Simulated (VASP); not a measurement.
# AlNi: single point with PBEsol

AlNi:

```
CELL_PARAMETERS angstrom
2.86217 0.00000 0.00000
0.00000 2.86217 0.00000
0.00000 0.00000 2.86217
ATOMIC_POSITIONS crystal
Al 0.00000 0.00000 0.00000
Ni 0.50000 0.50000 0.50000
```

```yaml
Program: VASP 6.6.1
Task: single point
Functional: PBEsol
Potentials_or_basis: VASP PAW PBE potentials, release 64 (Al, Ni)
Cutoff: 520 eV
k_mesh: 14 × 14 × 14
Occupations: gaussian, width 0.1 eV
Spin: no spin polarisation
```

| Property | Result |
| --- | --- |
| Pressure | 0.2 GPa |

Levels at points of the mesh, in eV from the Fermi level:
```csv
k point,band 5,band 6,band 7,band 8,band 9,band 10
"(0.00, 0.00, 0.00)",-1.55,-1.55,5.61,5.61,5.61,8.24
"(0.50, 0.00, 0.00)",-2.28,-1.46,-0.63,8.35,10.12,10.12
"(0.50, 0.50, 0.00)",-2.11,-2.11,-1.01,1.52,2.62,12.54
"(0.50, 0.50, 0.50)",-0.98,1.99,1.99,1.99,3.93,4.59
```

Wall time 14 s on 1 thread of Intel(R) Xeon(R) 6975P-C (Granite Rapids) (shared host), peak memory 0.16 GiB.

Caveat: the PAW data sets were made with another functional, which shifts forces and pressure a little. Spin polarisation is off, so any magnetic state and its effect on volume and gap are missing.
